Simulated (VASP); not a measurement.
Write the native input for VASP 6.6.1 that does the following.

```yaml
Task: relaxation of cell and atoms
Functional: PBE
Potentials_or_basis: VASP PAW PBE potentials, release 64 (Cs_sv, As)
Cutoff: 600 eV
k_mesh: 14 × 14 × 14
Occupations: gaussian, width 0.1 eV
Spin: no spin polarisation
Dipole_correction: no
Further_INCAR_settings: ALGO = Normal; EDIFF = 1e-06; IBRION = 2; EDIFFG = -0.01; NSW = 100; ISIF = 3
```

The structure of CsAs lies in POSCAR:

```
CsAs
1.0
    0.0000000000      3.6690340539      3.6690340539
    3.6690340539      0.0000000000      3.6690340539
    3.6690340539      3.6690340539      0.0000000000
Cs As
1 1
Direct
    0.0000000000      0.0000000000      0.0000000000
    0.5000000000      0.5000000000      0.5000000000
```

One way to write it, as run:

INCAR

```
SYSTEM = CsAs
PREC = Accurate
ENCUT = 600
EDIFF = 1E-6
ISMEAR = 0
SIGMA = 0.1
LREAL = .False.
LASPH = .True.
NELM = 80
ALGO = Normal
ISIF = 3
LWAVE = .False.
LCHARG = .False.
GGA = PE
IBRION = 2
NSW = 100
EDIFFG = -0.01
```

KPOINTS

```
regular mesh
0
Gamma
  14 14 14
  0 0 0
```

Potentials or basis: VASP PAW PBE potentials, release 64 (Cs_sv, As).

The run is started by

```sh
$ cat potpaw_PBE.64/Cs_sv/POTCAR potpaw_PBE.64/As/POTCAR > POTCAR
$ mpirun -np 1 vasp_std > vasp.out
```

Results of the run:

| Item | Value |
| --- | --- |
| Relaxed volume | 49.73 Å³/atom |
| Relaxed cell | a = 5.201 Å, b = 5.201 Å, c = 5.201 Å, α = 60.00°, β = 60.00°, γ = 60.00° |
| Space group after relaxing (to 0.05 Å) | Fm-3m (No. 225) |
| Energy gained by relaxing | 0.0 meV/atom |
| Ionic steps | 3 |
| Pressure after relaxing | 0.0 GPa |
| Band gap on the k mesh | zero (band 7 reaches 0.50 eV, above the bottom of band 8 at -0.15 eV) |

Caveat: spin-orbit coupling is left out, which moves the levels of the heavy elements.

It took 2.3 min on 1 thread of Intel(R) Xeon(R) 6975P-C (Granite Rapids), on a shared host, peak memory 0.38 GiB.
